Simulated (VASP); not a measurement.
Here is a VASP 6.6.1 calculation.

File INCAR:

```
ALGO     = Normal         # electronic algorithm
EDIFF    = 1E-6           # SCF threshold, eV
ENCUT    = 500            # plane-wave cutoff, eV
GGA      = PE             # functional
GGA_COMPAT= False        
ISIF     = 2              # what is computed and relaxed
ISMEAR   = 0              # smearing method
LASPH    = True           # aspherical terms in the spheres
LCHARG   = False          # write CHGCAR
LREAL    = False          # projectors in reciprocal space
LWAVE    = False          # write WAVECAR
NBANDS   = 17             # bands
NELM     = 120            # most SCF steps
PREC     = Accurate       # precision mode
SIGMA    = 0.05           # smearing width, eV
```

The input KPOINTS:

```
k-points
0
Gamma
  4 4 4
```

The input POSCAR:

```
SnTe
1.0
    0.0000000000      3.4763427676      3.4763427676
    3.4763427676      0.0000000000      3.4763427676
    3.4763427676      3.4763427676      0.0000000000
Sn Te
1 1
Direct
    0.0000000000      0.0000000000      0.0000000000
    0.2500000000      0.2500000000      0.2500000000
```

Potentials or basis: VASP PAW PBE potentials, release 64 (Sn_d, Te).

The run is started by

```console
$ cat potpaw_PBE.64/Sn_d/POTCAR potpaw_PBE.64/Te/POTCAR > POTCAR
$ mpirun -np 1 vasp_std > vasp.out
```

**Question.** What does it give for the band gap on the k mesh?

**Answer.** Zero (band 10 reaches 4.34 eV, above the bottom of band 11 at 4.08 eV).

**Question.** Estimate the pressure.

**Answer.** 2.5 GPa.

Caveat: the k points lie up to 0.39 Å⁻¹ apart; spin-orbit coupling is left out, which moves the levels of the heavy elements.
